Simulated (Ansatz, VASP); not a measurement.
# One calculation of Nb2B3C, two programs

```
Nb B C
1.0
     3.01934    0.00000    0.00000
     0.00000    3.01934    0.00000
     0.00000    0.00000    6.70720
Nb B C
2 3 1
Direct
  0.50000 0.00000 0.73987
  0.00000 0.50000 0.26013
  0.50000 0.00000 0.38354
  0.00000 0.50000 0.61646
  0.00000 0.00000 0.00000
  0.50000 0.50000 0.00000
```

Change from the starting cell: species swapped into the Hf2GaSb3 type (P-4m2, No. 115).

Alike in both runs: task single point; functional PBE; k mesh 6 × 6 × 4; occupations gaussian, width 0.1 eV; no spin polarisation.

|  | VASP | Ansatz |
| --- | --- | --- |
| version | VASP 6.6.1 | Ansatz 0.2.0 |
| potentials or method | VASP PAW PBE potentials, release 64 (Nb_sv, B, C), cutoff 520 eV | scalar-relativistic, plane waves, PAW |
| valence electrons in the cell | 39 | 39 |

```tsv
	VASP	Ansatz	Ansatz less VASP
gap on the k mesh at the Fermi level (eV)	none	none	-
pressure (GPa)	7.6	7.9	+0.33
traceless stress, the component that is largest in VASP (GPa)	0.45	0.44	-0.007
rms of the force components (eV/Å)	0.537	0.541	+0.0036
```

Atom by atom the forces differ by 0.004 eV/Å (rms over components). A gap of «none» marks a metal or a gap that the smearing closes. The functional is the same, so the differences come from potentials, cutoffs and numerics.
